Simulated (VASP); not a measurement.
# Bi: single point with PBE

The system is Bi, a slab with vacuum.

```
CELL_PARAMETERS angstrom
4.07000 0.00000 0.00000
-2.03500 3.52472 0.00000
0.00000 0.00000 28.00000
ATOMIC_POSITIONS crystal
Bi 0.33333 0.66667 0.53961
Bi 0.66667 0.33333 0.46039
```

```yaml
Program: VASP 6.6.1
Task: single point
Functional: PBE
Potentials_or_basis: VASP PAW PBE potentials, release 64 (Bi_d)
Cutoff: 520 eV
k_mesh: 9 × 9 × 1
Occupations: gaussian, width 0.02 eV
Spin: no spin polarisation
```

- Largest force: 1.693 eV/Å
- Band gap on the k mesh: zero (bands 15 and 16 overlap by 1.09 eV)

Forces on the atoms (eV/Å):
```
Bi   0.000  0.000 -1.693
Bi   0.000  0.000  1.693
```

Levels at points of the mesh, in eV from the Fermi level:
```
           k point  band 13  band 14  band 15  band 16  band 17  band 18
(0.00, 0.00, 0.00)    -2.41     0.70     0.80     0.80     2.50     2.50
```

Run time: 77 s on 1 thread of AMD EPYC 9R45 96-Core Processor (Zen 5), with other jobs on the host, peak memory 0.44 GiB.

Caveat: spin-orbit coupling is left out, which moves the levels of the heavy elements.
